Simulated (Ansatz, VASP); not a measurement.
# Two plane-wave programs on Ru

```
Ru
1.0
     2.51212    0.00000    0.00000
     0.00000    2.51212    0.00000
     0.00000    0.00000    2.51212
Ru
1
Direct
  0.00000 0.00000 0.00000
```

Alike in both runs: functional PBE; k mesh 15 × 15 × 15; occupations fermi-dirac, width 0.1 eV; no spin polarisation.

Ansatz relaxed the structure, and its values are those at the end. VASP's run is a single point on that final structure, the one shown.

```csv
,VASP,Ansatz
version,VASP 6.6.1,Ansatz 0.2.0
potentials or method,"VASP PAW PBE potentials, release 64 (Ru_pv)","PAW with Ansatz's default frozen-core files, scalar-relativistic"
plane-wave cutoff (eV),520,420
valence electrons in the cell,14,16
```

Ansatz gave:

| Property | Result |
| --- | --- |
| pressure (GPa) | 0.0 |

Question: What did VASP give for the same quantities?

Answer: Pressure (GPa): 0.1.

With one functional, cell and mesh, what is left measures potentials, basis and numerics. VASP's potentials hold 14 valence electrons a cell and Ansatz's 16, so a difference there can come from the potentials and not from the codes.
